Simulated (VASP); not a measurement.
A run of VASP 6.6.1 is set up as follows.

INCAR

```
ALGO     = Normal         # electronic algorithm
EDIFF    = 1E-7           # SCF threshold, eV
EDIFFG   = -0.001         # ionic threshold
ENCUT    = 600            # plane-wave cutoff, eV
GGA      = CA             # functional
IBRION   = 2              # ionic algorithm
ISIF     = 3              # what is computed and relaxed
ISMEAR   = -1             # smearing method
LASPH    = True           # aspherical terms in the spheres
LCHARG   = False          # write CHGCAR
LREAL    = False          # projectors in reciprocal space
LWAVE    = False          # write WAVECAR
NELM     = 80             # most SCF steps
NSW      = 80             # ionic steps
PREC     = Accurate       # precision mode
SIGMA    = 0.15           # smearing width, eV
```

The input KPOINTS:

```
k-points
0
Gamma
  12 12 12
```

File POSCAR:

```
GaSb
1.0
    0.0000000000      3.0250672251      3.0250672251
    3.0250672251      0.0000000000      3.0250672251
    3.0250672251      3.0250672251      0.0000000000
Ga Sb
1 1
Direct
    0.0000000000      0.0000000000      0.0000000000
    0.7500000000      0.7500000000      0.7500000000
```

Potentials or basis: VASP PAW LDA potentials, release 64 (Ga_d, Sb).

Run with:

```bash
$ cat potpaw_LDA.64/Ga_d/POTCAR potpaw_LDA.64/Sb/POTCAR > POTCAR
$ mpirun -np 1 vasp_std > vasp.out
```

(1) Estimate the relaxed cell.

(2) Predict the space group after relaxing (to 0.05 Å).

## Answers

(1) a = 4.283 Å, b = 4.283 Å, c = 4.283 Å, α = 60.00°, β = 60.00°, γ = 60.00°.

(2) F-43m (No. 216).
